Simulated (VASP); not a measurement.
A run of VASP 6.6.1:

The input INCAR:

```
PREC     = Accurate       # precision mode
ENCUT    = 600            # plane-wave cutoff, eV
EDIFF    = 1E-7           # SCF threshold, eV
ISMEAR   = 0              # smearing method
SIGMA    = 0.1            # smearing width, eV
LREAL    = F              # projectors in reciprocal space
LASPH    = T              # aspherical terms in the spheres
NELM     = 100            # most SCF steps
ALGO     = Normal         # electronic algorithm
ISIF     = 3              # what is computed and relaxed
LWAVE    = F              # write WAVECAR
LCHARG   = F              # write CHGCAR
GGA      = CA             # functional
IBRION   = 2              # ionic algorithm
NSW      = 100            # ionic steps
EDIFFG   = -0.002         # ionic threshold
```

File KPOINTS:

```
regular mesh
0
Gamma
  12 12 8
```

Contents of POSCAR:

```
Mg
1.0
    3.2093000000      0.0000000000      0.0000000000
   -1.6046500000      2.7793353300      0.0000000000
    0.0000000000      0.0000000000      5.2103000000
Mg
2
Direct
    0.3333333300      0.6666666700      0.2500000000
    0.6666666700      0.3333333300      0.7500000000
```

Potentials or basis: VASP PAW LDA potentials, release 64 (Mg).

The run is started by

```bash
$ cat potpaw_LDA.64/Mg/POTCAR > POTCAR
$ mpirun -np 1 vasp_std > vasp.out
```

Hardware: 1 thread of Intel(R) Xeon(R) Platinum 8259CL CPU @ 2.50GHz (Skylake/Cascade Lake), on a shared host.

Task: How long does it take, and how much memory?

Result: It took 72 s on 1 thread of Intel(R) Xeon(R) Platinum 8259CL CPU @ 2.50GHz (Skylake/Cascade Lake), with other jobs on the host, peak memory 0.18 GiB. Counts: scf iterations 39, k points 95, ion steps 8.
